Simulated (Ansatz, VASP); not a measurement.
One calculation of As, two programs

File INCAR:

```
SYSTEM = As
PREC = Accurate ; ENCUT = 400
EDIFF = 1E-6 ; ISMEAR = 0
SIGMA = 0.05 ; LREAL = .False.
LASPH = .True. ; NELM = 120
ALGO = Normal ; ISIF = 2
LWAVE = .False. ; LCHARG = .False.
LDIPOL = .True. ; IDIPOL = 3
DIPOL = 0.5 0.5 0.371 ; GGA = PE
IVDW = 12 ; NBANDS = 38
GGA_COMPAT = .False. ; NELMDL = -8
```

Contents of KPOINTS:

```
Automatic mesh
0
Gamma
  9 9 1
  0 0 0
```

The input POSCAR:

```
As
1.0
    3.5716242608      0.0000000000      0.0000000000
   -1.7858121304      3.0931173426      0.0000000000
    0.0000000000      0.0000000000     20.2951239197
As
4
Direct
    0.3333333333      0.6666666667      0.2217281362
    0.6666666667      0.3333333333      0.2905900936
    0.6666666667      0.5000000000      0.4517125392
    0.3333333333      0.8333333333      0.5205744967
```

Input for Ansatz:

```yaml
crystal:
  lattice:
    - [3.5716242608, 0.0, 0.0]
    - [-1.7858121304, 3.0931173426, 0.0]
    - [0.0, 0.0, 20.2951239197]
  atoms:
    - { symbol: As, position: [0.3333333333, 0.6666666667, 0.2217281362] }
    - { symbol: As, position: [0.6666666667, 0.3333333333, 0.2905900936] }
    - { symbol: As, position: [0.6666666667, 0.5, 0.4517125392] }
    - { symbol: As, position: [0.3333333333, 0.8333333333, 0.5205744967] }
basis:
  ecutwfc: 420
kpoints:
  mp_grid: { grid: [9, 9, 1] }
hamiltonian:
  xc: pbe
  dispersion: d3bj
scf:
  occupations: { method: gaussian, width: 0.05 }
output:
  forces: true
  eigenvalues: true
efield:
  axis: 3
  dipole_correction: true
  ramp_width: 0.04
```

Alike in both runs: task single point; functional PBE; dispersion D3(BJ); k mesh 9 × 9 × 1; occupations gaussian, width 0.05 eV; no spin polarisation.

|  | VASP | Ansatz |
| --- | --- | --- |
| version | VASP 6.6.1 | Ansatz 0.2.0 |
| potentials or method | VASP PAW PBE potentials, release 64 (As_d), cutoff 400 eV | scalar-relativistic, plane waves, PAW |
| valence electrons in the cell | 60 | 60 |

```csv
,VASP,Ansatz,Ansatz less VASP
gap on the k mesh at the Fermi level (eV),0.79,0.80,+0.011
least direct gap on the mesh (eV),1.34,1.35,+0.011
rms of the force components (eV/Å),0.090,0.097,+0.0065
```

Atom by atom the forces differ by 0.014 eV/Å (rms over components).
